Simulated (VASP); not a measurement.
Here is a VASP 6.6.1 calculation.

File INCAR:

```
SYSTEM = Mg
METAGGA = MS2
ISMEAR = -1
SIGMA = 0.02
LWAVE = .False.
LCHARG = .False.
ISIF = 2
PREC = Accurate
LASPH = .True.
LREAL = .False.
ALGO = Normal
EDIFF = 1E-7
NELM = 120
GGA_COMPAT = .False.
ENCUT = 600
LMIXTAU = .True.
```

Contents of KPOINTS:

```
Automatic mesh
0
Gamma
  21 21 21
  0 0 0
```

POSCAR

```
Mg
1.0
   -1.8359916300      1.8359916300      1.7045950803
    1.8359916300     -1.8359916300      1.7045950803
    1.8359916300      1.8359916300     -1.7045950803
Mg
1
Direct
    0.0000000000      0.0000000000      0.0000000000
```

Potentials or basis: VASP PAW PBE potentials, release 64 (Mg).

The run is started by

```console
$ cat potpaw_PBE.64/Mg/POTCAR > POTCAR
$ mpirun -np 1 vasp_std > vasp.out
```

(1) Predict the pressure.

(2) What does it give for the band gap on the k mesh?

Answers

(1) -0.6 GPa.

(2) zero (bands 1 and 2 overlap by 1.45 eV).

Caveat: the cell differs from its parent crystal (cell strained by +1.5% along z); the PAW data sets were made with another functional, which shifts forces and pressure a little.
